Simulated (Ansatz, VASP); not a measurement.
**BN in VASP and in Ansatz**

```
B N
1.0
     0.00000    1.81300    1.81300
     1.81300    0.00000    1.81300
     1.81300    1.81300    0.00000
B N
1 1
Direct
  0.00000 0.00000 0.00000
  0.75000 0.75000 0.65249
```

Change from the starting cell: all N atoms moved -0.250 Å, as atom 2 along Cartesian [1 1 0].

Alike in both runs: task single point; functional LDA; k mesh 12 × 12 × 12; occupations gaussian, width 0.05 eV; no spin polarisation.

```csv
,VASP,Ansatz
version,VASP 6.6.1,Ansatz 0.2.0
potentials or method,"VASP PAW LDA potentials, release 64 (B, N), cutoff 520 eV","scalar-relativistic, plane waves, PAW"
valence electrons in the cell,8,8
```

|  | VASP | Ansatz | Ansatz less VASP |
| --- | --- | --- | --- |
| gap on the k mesh at the Fermi level (eV) | 2.15 | 2.17 | +0.024 |
| least direct gap on the mesh (eV) | 6.45 | 6.46 | +0.012 |
| pressure (GPa) | 4.9 | 4.2 | -0.65 |
| traceless stress, the component that is largest in VASP (GPa) | 18.44 | 18.50 | +0.058 |
| rms of the force components (eV/Å) | 3.718 | 3.713 | -0.0047 |

LDA's correlation is that of Perdew and Zunger in VASP and of Perdew and Wang (1992) in Ansatz. Atom by atom the forces differ by 0.005 eV/Å (rms over components).
